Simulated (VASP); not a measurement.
Here is a VASP 6.6.1 calculation.

Contents of INCAR:

```
PREC     = Accurate       # precision mode
ENCUT    = 520            # plane-wave cutoff, eV
EDIFF    = 1E-7           # SCF threshold, eV
ISMEAR   = 0              # smearing method
SIGMA    = 0.1            # smearing width, eV
LREAL    = F              # projectors in reciprocal space
LASPH    = T              # aspherical terms in the spheres
NELM     = 60             # most SCF steps
ALGO     = Normal         # electronic algorithm
ISIF     = 2              # what is computed and relaxed
LWAVE    = F              # write WAVECAR
LCHARG   = F              # write CHGCAR
GGA      = PS             # functional
NBANDS   = 36             # bands
```

Contents of KPOINTS:

```
Automatic mesh
0
Gamma
  12 12 6
```

File POSCAR:

```
Ge
1.0
    3.9135555362      0.0000000000      0.0000000000
   -1.9567777681      3.3892385135      0.0000000000
    0.0000000000      0.0000000000      6.4677146645
Ge
4
Direct
    0.6666666667      0.3333333333      0.0631401852
    0.3333333333      0.6666666667      0.5631401852
    0.6666666667      0.3333333333      0.4368598148
    0.3333333333      0.6666666667      0.9368598148
```

Potentials or basis: VASP PAW PBE potentials, release 64 (Ge_d).

Command:

```console
$ cat potpaw_PBE.64/Ge_d/POTCAR > POTCAR
$ mpirun -np 1 vasp_std > vasp.out
```

(1) What does it give for the band gap on the k mesh?

(2) Estimate the pressure.

(3) Estimate the largest force.

Answers

(1) zero (filled and empty bands overlap).

(2) 4.8 GPa.

(3) 0.003 eV/Å.

Caveat: the cell stands under pressure; semilocal functionals underestimate gaps, so a narrow gap can read as zero; the PAW data sets were made with another functional, which shifts forces and pressure a little.
